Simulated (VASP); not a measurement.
Ga: density of states with PBE

The system is Ga.

```
Ga
1.0
     0.00000    2.21877    2.21877
     2.21877    0.00000    2.21877
     2.21877    2.21877    0.00000
Ga
2
Direct
  0.87500 0.87500 0.87500
  0.12500 0.12500 0.12500
```

This cell differs from its parent crystal: volume scaled by 0.43.

| Quantity | Value |
| --- | --- |
| Program | VASP 6.6.1 |
| Task | density of states |
| Functional | PBE |
| Potentials or basis | VASP PAW PBE potentials, release 64 (Ga_d) |
| Cutoff | 520 eV |
| k mesh | 11 × 11 × 11 |
| Occupations | fermi-dirac, width 0.05 eV |
| Spin | no spin polarisation |
| Dipole correction | no |
| k mesh for the DOS | 17 × 17 × 17 |
| Occupations for the DOS | tetrahedron |
| Further INCAR settings | ALGO = Normal; EDIFF = 1e-07 |

```yaml
Valence_electrons_inside_the_program's_atomic_spheres: Ga 12.99
```

Levels at points of the mesh, in eV from the Fermi level:
```
           k point  band 9  band 10  band 11  band 12  band 13  band 14  band 15  band 16  band 17
(0.00, 0.00, 0.00)  -15.87   -15.29   -15.29     6.59     6.59     6.59     7.85     7.85     7.85
```

Wall time 37 s on 1 thread of Intel(R) Xeon(R) Platinum 8259CL CPU @ 2.50GHz (Skylake/Cascade Lake) (shared host), peak memory 0.17 GiB.
